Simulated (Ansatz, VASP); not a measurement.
**BP: VASP beside Ansatz**

```
B P
1.0
     3.02950    0.00000    0.00000
    -1.51475    2.62363    0.00000
     0.00000    0.00000    2.67943
B P
1 1
Direct
  0.00000 0.00000 0.00000
  0.33333 0.66667 0.50000
```

Change from the starting cell: volume scaled by 1.02.

Alike in both runs: task single point; functional PBE; k mesh 13 × 13 × 11; occupations fermi-dirac, width 0.08 eV; no spin polarisation.

```csv
,VASP,Ansatz
version,VASP 6.6.1,Ansatz 0.2.0
potentials or method,"VASP PAW PBE potentials, release 64 (B, P), cutoff 520 eV","all-electron LAPW, scalar-relativistic"
```

|  | VASP | Ansatz | Ansatz less VASP |
| --- | --- | --- | --- |
| pressure (GPa) | -3.0 | -2.7 | +0.26 |
| traceless stress, the component that is largest in VASP (GPa) | -0.13 | -0.14 | -0.008 |

Ansatz ran all-electron here, and VASP with PAW potentials.
